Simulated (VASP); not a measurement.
# CaTa2 (P6/mmm) in VASP: relaxation of cell and atoms with PBE

Aim: the relaxation of cell and atoms of CaTa2 with PBE.

Everything below comes from runs of VASP 6.6.1. Logs are shortened: lines on timing, memory, paths and dates and some standing lists are left out, and cuts for length are marked.

**1. The cell of the first run**

It takes space group P6/mmm (No. 191, hexagonal). Conventional cell: a = 4.945 Å, b = 4.945 Å, c = 3.038 Å, α = 90.00°, β = 90.00°, γ = 120.00°. Within 4.0 Å of Ca (site symmetry 6/mmm) lie 2 Ca at 3.04 Å and 12 Ta at 3.23 Å. Ta (site symmetry -6m2) has 5 Ta at 2.85 to 3.04 Å and 6 Ca at 3.23 Å within 3.8 Å.

**2. Relaxation of cell and atoms, PBE**

File INCAR:

```
SYSTEM = CaTa2
  PREC = Accurate
  ENCUT = 600
  EDIFF = 1E-7
  ISMEAR = 0
  SIGMA = 0.1
  LREAL = .FALSE.
  LASPH = .TRUE.
  NELM = 80
  ALGO = Fast
  ISIF = 3
  LWAVE = .FALSE.
  LCHARG = .FALSE.
  GGA = PE
  IBRION = 2
  NSW = 100
  EDIFFG = -0.01
```

File KPOINTS:

```
Automatic mesh
0
G
  12 12 16
  0 0 0
```

File POSCAR:

```
CaTa2
1.0
    4.9445295018      0.0000000000      0.0000000000
   -2.4722647509      4.2820881583      0.0000000000
    0.0000000000      0.0000000000      3.0383466014
Ca Ta
1 2
Direct
    0.0000000000      0.0000000000      0.0000000000
    0.3333333333      0.6666666667      0.5000000000
    0.6666666667      0.3333333333      0.5000000000
```

Potentials or basis: VASP PAW PBE potentials, release 64 (Ca_sv, Ta_pv).

On the command line:

```
$ cat potpaw_PBE.64/Ca_sv/POTCAR potpaw_PBE.64/Ta_pv/POTCAR > POTCAR
$ mpirun -np 1 vasp_std > vasp.out
```

OUTCAR:

```text
SYSTEM = CaTa2
   PREC = Accurate
   ENCUT = 600
   EDIFF = 1E-7
   ISMEAR = 0
   LREAL = .FALSE.
   LASPH = .TRUE.
   NELM = 80
   ISIF = 3
   GGA = PE
   IBRION = 2
   NSW = 100
   EDIFFG = -0.01

 ion  position               nearest neighbor table
   1  0.000  0.000  0.000-   2 3.23   3 3.23   2 3.23   3 3.23   2 3.23   2 3.23   3 3.23   3 3.23
                             3 3.23   3 3.23   2 3.23   2 3.23
   2  0.333  0.667  0.500-   3 2.85   3 2.85   3 2.85   1 3.23   1 3.23   1 3.23   1 3.23   1 3.23
                             1 3.23
   3  0.667  0.333  0.500-   2 2.85   2 2.85   2 2.85   1 3.23   1 3.23   1 3.23   1 3.23   1 3.23
                             1 3.23

  LATTYP: Found a hexagonal cell.
 ALAT       =     4.9445295018
 C/A-ratio  =     0.6144864947

  Lattice vectors:

 A1 = (   4.9445295018,   0.0000000000,   0.0000000000)
 A2 = (  -2.4722647509,   4.2820881583,   0.0000000000)
 A3 = (   0.0000000000,   0.0000000000,   3.0383466014)

Analysis of symmetry for initial positions (statically):
=====================================================================
 Subroutine PRICEL returns:
 Original cell was already a primitive cell.

 Routine SETGRP: Setting up the symmetry group for a
 hexagonal supercell.

 Subroutine GETGRP returns: Found 24 space group operations
 (whereof 24 operations were pure point group operations)
 out of a pool of 24 trial point group operations.

The static configuration has the point symmetry D_6h.

Analysis of symmetry for dynamics (positions and initial velocities):
=====================================================================
 Subroutine PRICEL returns:
 Original cell was already a primitive cell.

 Routine SETGRP: Setting up the symmetry group for a
 hexagonal supercell.

 Subroutine GETGRP returns: Found 24 space group operations
 (whereof 24 operations were pure point group operations)
 out of a pool of 24 trial point group operations.

The dynamic configuration has the point symmetry D_6h.

 Subroutine INISYM returns: Found 24 space group operations
 (whereof 24 operations are pure point group operations),
 and found     1 'primitive' translations

----------------------------------------------------------------------------------------

                                     Primitive cell

  volume of cell :      64.3306

  direct lattice vectors                    reciprocal lattice vectors
     4.944529502  0.000000000  0.000000000     0.202243712  0.116765462  0.000000000
    -2.472264751  4.282088158  0.000000000     0.000000000  0.233530923  0.000000000
     0.000000000  0.000000000  3.038346601     0.000000000  0.000000000  0.329126374

  length of vectors
     4.944529502  4.944529502  3.038346601     0.233530923  0.233530923  0.329126374

  position of ions in fractional coordinates (direct lattice)
     0.000000000  0.000000000  0.000000000
     0.333333333  0.666666667  0.500000000
     0.666666667  0.333333333  0.500000000

  ion indices of the primitive-cell ions
   primitive index   ion index
                 1           1
                 2           2
                 3           3

----------------------------------------------------------------------------------------

 KPOINTS: Automatic mesh

Automatic generation of k-mesh.
 Grid dimensions read from file:
 generate k-points for:   12   12   16

 Generating k-lattice:

  Cartesian coordinates                     Fractional coordinates (reciprocal lattice)
     0.016853643  0.009730455  0.000000000     0.083333333  0.000000000  0.000000000
     0.000000000  0.019460910  0.000000000     0.000000000  0.083333333  0.000000000
     0.000000000  0.000000000  0.020570398     0.000000000  0.000000000  0.062500000

  Length of vectors
     0.019460910  0.019460910  0.020570398

  Shift w.r.t. Gamma in fractional coordinates (k-lattice)
     0.000000000  0.000000000  0.000000000

 Subroutine IBZKPT returns following result:
 ===========================================

 Found    171 irreducible k-points:

 Following reciprocal coordinates:
            Coordinates               Weight
  0.000000  0.000000  0.000000      1.000000
  0.083333 -0.000000  0.000000      6.000000
  0.166667 -0.000000  0.000000      6.000000
  0.250000 -0.000000  0.000000      6.000000
  0.333333  0.000000  0.000000      6.000000
  0.416667  0.000000  0.000000      6.000000
[... 16 lines left out ...]
  0.250000 -0.000000  0.062500     12.000000
  0.333333  0.000000  0.062500     12.000000
 [... further k-points ...]
   k-points           NKPTS =    171   k-points in BZ     NKDIM =    171   number of bands    NBANDS=     20
   number of dos      NEDOS =    301   number of ions     NIONS =      3
   total plane-waves  NPLWV =  38400
   dimension x,y,z NGX =    40 NGY =   40 NGZ =   24
   dimension x,y,z NGXF=    80 NGYF=   80 NGZF=   48
   ions per type =               1   2
   NGX,Y,Z   is equivalent  to a cutoff of  13.45, 13.45, 13.13 a.u.
   NGXF,Y,Z  is equivalent  to a cutoff of  26.90, 26.90, 26.26 a.u.
 SYSTEM =  CaTa2
   PREC   = accura    normal or accurate (medium, high low for compatibility)
   ISTART =      0    job   : 0-new  1-cont  2-samecut
   ICHARG =      2    charge: 1-file 2-atom 10-const
   ISPIN  =      1    spin polarized calculation?
   LNONCOLLINEAR =      F non collinear calculations
   LSORBIT =      F    spin-orbit coupling
   LASPH  =      T    aspherical Exc in radial PAW
   ENCUT  =  600.0 eV  44.10 Ry    6.64 a.u.   9.88  9.88  6.07*2*pi/ulx,y,z
   NELM   =     80;   NELMIN=  2; NELMDL= -5     # of ELM steps
   EDIFF  = 0.1E-06   stopping-criterion for ELM
   LREAL  =      F    real-space projection
   EDIFFG = -.1E-01   stopping-criterion for IOM
   NSW    =    100    number of steps for IOM
   IBRION =      2    ionic relax: 0-MD 1-quasi-New 2-CG
   NFREE  =      1    steps in history (QN), initial steepest desc. (CG)
   ISIF   =      3    stress and relaxation
   ISYM   =      2    0-nonsym 1-usesym 2-fastsym
   POTIM  = 0.5000    time-step for ionic-motion
   TEBEG  =    0.0;   TEEND  =   0.0 temperature during run
   PSTRESS=    0.0 pullay stress
   NELECT =      32.0000    total number of electrons
   NUPDOWN=      -1.0000    fix difference up-down
   EMIN   =  10.00;   EMAX   =-10.00  energy-range for DOS
   EFERMI =   0.00;   METHOD = LEGACY
   ISMEAR =     0;   SIGMA  =   0.10  broadening in eV -4-tet -1-fermi 0-gaus
   EFERMI_NEDOS =   21; number of points for ismear=-14 and -15
   IALGO  =     68    algorithm
   IMIX   =      4    mixing-type and parameters
     AMIX     =   0.40;   BMIX     =  1.00
     AMIX_MAG =   1.60;   BMIX_MAG =  1.00
  volume/ion in A,a.u.               =      21.44       144.71
  Fermi-wavevector in a.u.,A,eV,Ry     =   1.297136  2.451232 22.892645  1.682562
  Thomas-Fermi vector in A             =   2.428548
   LORBIT       =      0    0 simple, 1 ext, 2 COOP (PROOUT), +10 PAW based schemes
   GGA     = PE    functional components
   LHFCALC =     F    Hartree Fock is set to
   AEXX    =    0.0000 exact exchange contribution
   IVDW    =     0    specifies the selected vdW correction
   LEPSILON=     F    determine dielectric tensor
   LRPA    =     F    only Hartree local field effects (RPA)
 conjugate gradient relaxation of ions
 non-spin polarized calculation
 RMM-DIIS sequential band-by-band and
 Gauss-broadening in eV      SIGMA  =   0.10
  energy-cutoff  :      600.00
  volume of cell :       64.33
 maximum number of plane-waves:      2175
 NGX is ok and might be reduce to    40
   NGX = 19   NGY = 19   NGZ = 13

--------------------------------------- Ionic step        1  -------------------------------------------

 number of electron      31.9999999 magnetization

 Free energy of the ion-electron system (eV)
  ---------------------------------------------------
  ext. energy  EPLUGINS =         0.00000000
  ---------------------------------------------------
  free energy    TOTEN  =       -23.59640002 eV

  energy without entropy =      -23.59226148  energy(sigma->0) =      -23.59433075

------------------------ aborting loop because EDIFF is reached ----------------------------------------

  FORCE on cell =-STRESS in cart. coord.  units (eV):
  Direction    XX          YY          ZZ          XY          YZ          ZX
  --------------------------------------------------------------------------------------
  -------------------------------------------------------------------------------------
  Total        0.3429270      0.3429270     -0.2241908      0.0000000      0.0000000      0.0000000
  in kB        8.5407188      8.5407188     -5.5835504      0.0000000      0.0000000      0.0000000
  external PRESSURE =       3.8326290 kB  Pullay stress =       0.0000000 kB

 VOLUME and BASIS-vectors are now :
 -----------------------------------------------------------------------------
  energy-cutoff  :      600.00
  volume of cell :       64.33
      direct lattice vectors                 reciprocal lattice vectors
     4.944529502  0.000000000  0.000000000     0.202243712  0.116765462  0.000000000
    -2.472264751  4.282088158  0.000000000     0.000000000  0.233530923  0.000000000
     0.000000000  0.000000000  3.038346601     0.000000000  0.000000000  0.329126374
[... 112 lines left out ...]
 POSITION                                       TOTAL-FORCE (eV/Angst)
 -----------------------------------------------------------------------------------
     -2.48155      4.29817      0.00000        -0.000000     -0.000000      0.000000
     -0.00000      2.86544      1.51071         0.000000      0.000000     -0.000000
      2.48155      1.43272      1.51071        -0.000000     -0.000000      0.000000
 -----------------------------------------------------------------------------------
    total drift:                                0.000000     -0.000000      0.000000

  FREE ENERGIE OF THE ION-ELECTRON SYSTEM (eV)
  ---------------------------------------------------
  free  energy   TOTEN  =       -23.5982083430 eV

  energy  without entropy=      -23.5942459521  energy(sigma->0) =      -23.59622715

--------------------------------------- Ionic step        5  -------------------------------------------

 number of electron      31.9999998 magnetization

 Free energy of the ion-electron system (eV)
  ---------------------------------------------------
  ext. energy  EPLUGINS =         0.00000000
  ---------------------------------------------------
  free energy    TOTEN  =       -23.59823636 eV

  energy without entropy =      -23.59427153  energy(sigma->0) =      -23.59625394

 E-fermi :   4.4078     XC(G=0): -11.1758

 val. band max:        4.3785760265   @ k =   0.2500  -0.0000   0.0625
 cond. band min:       4.4443697086   @ k =   0.1667  -0.0000   0.1250
 fundamental gap:      0.0657936821
 Fermi energy:         4.4077786254

 k-point     1 :       0.0000    0.0000    0.0000
  band No.  band energies     occupation
      1     -35.3628      2.00000
      2     -29.8126      2.00000
      3     -29.8126      2.00000
      4     -29.4181      2.00000
      5     -29.3096      2.00000
      6     -29.3011      2.00000
[... 12 lines left out ...]
     19       6.6785      0.00000
     20       7.0904      0.00000
[... 507 lines left out ...]
 k-point    24 :       0.3333    0.0000    0.0625
  band No.  band energies     occupation
      1     -35.3601      2.00000
      2     -29.8445      2.00000
      3     -29.7257      2.00000
      4     -29.4139      2.00000
      5     -29.3849      2.00000
      6     -29.3503      2.00000
[... 12 lines left out ...]
     19       6.4640      0.00000
     20       6.6548      0.00000

 [... further k-points ...]

------------------------ aborting loop because EDIFF is reached ----------------------------------------

  FORCE on cell =-STRESS in cart. coord.  units (eV):
  Direction    XX          YY          ZZ          XY          YZ          ZX
  --------------------------------------------------------------------------------------
  -------------------------------------------------------------------------------------
  Total       -0.0013211     -0.0013211      0.0009563      0.0000000      0.0000000      0.0000000
  in kB       -0.0328098     -0.0328098      0.0237503      0.0000000      0.0000000      0.0000000
  external PRESSURE =      -0.0139564 kB  Pullay stress =       0.0000000 kB

 VOLUME and BASIS-vectors are now :
 -----------------------------------------------------------------------------
  energy-cutoff  :      600.00
  volume of cell :       64.51
      direct lattice vectors                 reciprocal lattice vectors
     4.963368917  0.000000000  0.000000000     0.201476057  0.116322256 -0.000000000
    -2.481684459  4.298403571  0.000000000     0.000000000  0.232644512 -0.000000000
     0.000000000  0.000000000  3.023872690    -0.000000000 -0.000000000  0.330701753

 POSITION                                       TOTAL-FORCE (eV/Angst)
 -----------------------------------------------------------------------------------
      0.00000      0.00000      0.00000         0.000000      0.000000     -0.000000
     -0.00000      2.86560      1.51194         0.000000     -0.000000      0.000000
      2.48168      1.43280      1.51194        -0.000000      0.000000      0.000000
 -----------------------------------------------------------------------------------
    total drift:                                0.000000     -0.000000      0.000000

  FREE ENERGIE OF THE ION-ELECTRON SYSTEM (eV)
  ---------------------------------------------------
  free  energy   TOTEN  =       -23.5982363606 eV

  energy  without entropy=      -23.5942715278  energy(sigma->0) =      -23.59625394

 reached required accuracy - stopping structural energy minimisation
```

Run time: 15 min. Hardware: 1 thread of Intel Xeon Platinum 8259CL at 2.50GHz (Skylake/Cascade Lake), shared host; peak memory 0.42 GiB.

What came out:

```yaml
Free_energy: -23.5982 eV
Relaxed_volume: 21.50 Å³/atom
Relaxed_cell: a = 4.963 Å, b = 4.963 Å, c = 3.024 Å, α = 90.00°, β = 90.00°, γ = 120.00°
Space_group_after_relaxing_to_0.1_Å: P6/mmm (No. 191)
Energy_gained_by_relaxing: 0.6 meV/atom
Ionic_steps: 5
Pressure_after_relaxing: 0.0 GPa
Band_gap_on_the_k_mesh: zero (bands 16 and 17 overlap by 0.65 eV)
```

The path:
```
step  energy change (eV)  largest force (eV/Å)  pressure (GPa)  volume (Å³)
   1              0.0000                0.0000            0.38        64.33
   2             -0.0014                0.0000           -0.47        64.81
   3             -0.0016                0.0000           -0.23        64.67
   4             -0.0018                0.0000            0.09        64.45
   5             -0.0018                0.0000            0.00        64.51
```

Final structure:
```
CELL_PARAMETERS angstrom
4.96337 0.00000 0.00000
-2.48168 4.29840 0.00000
0.00000 0.00000 3.02387
ATOMIC_POSITIONS crystal
Ca 0.00000 0.00000 0.00000
Ta 0.33333 0.66667 0.50000
Ta 0.66667 0.33333 0.50000
```

Levels at points of the mesh, in eV from the Fermi level:
```csv
k point,band 12,band 13,band 14,band 15,band 16,band 17,band 18,band 19,band 20
"(0.00, 0.00, 0.00)",-2.04,-1.26,-0.55,-0.55,-0.33,-0.33,2.27,2.27,2.68
"(0.50, 0.00, 0.00)",-3.68,-2.57,-1.00,-0.92,-0.57,1.36,1.43,1.73,2.80
"(0.00, 0.00, 0.50)",-2.20,-2.20,-0.88,-0.88,-0.84,1.08,1.08,1.17,1.17
"(0.50, 0.00, 0.50)",-2.41,-2.10,-1.03,-0.69,-0.68,0.76,1.27,2.01,2.97
```

Caveat: spin-orbit coupling is left out, which moves the levels of the heavy elements.

The gap in the log of VASP goes by the Fermi energy; the results here count the filled bands.